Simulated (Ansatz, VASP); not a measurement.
# Two plane-wave programs on AlN

```
Al N
1.0
     0.07848    2.17596    2.17596
     2.17596    0.07848    2.17596
     2.17596    2.17596    0.07848
Al N
1 1
Direct
  0.00267 0.00267 0.00267
  0.24733 0.24733 0.24733
```

Change from the starting cell: epitaxial_111 strain -4.0%.

Alike in both runs: task single point; functional PBE; k mesh 10 × 10 × 10; occupations fermi-dirac, width 0.02 eV; no spin polarisation.

|  | VASP | Ansatz |
| --- | --- | --- |
| version | VASP 6.6.1 | Ansatz 0.2.0 |
| potentials or method | VASP PAW PBE potentials, release 64 (Al, N) | plane waves, PAW |
| plane-wave cutoff (eV) | 520 | 420 |
| valence electrons in the cell | 8 | 8 |

```csv
,VASP,Ansatz,Ansatz less VASP
gap on the k mesh at the Fermi level (eV),3.10,3.11,+0.011
pressure (GPa),20.6,20.8,+0.21
"traceless stress, the component that is largest in VASP (GPa)",-7.75,-7.68,+0.071
rms of the force components (eV/Å),0.032,0.031,-0.0014
```

Atom by atom the forces differ by 0.001 eV/Å (rms over components).
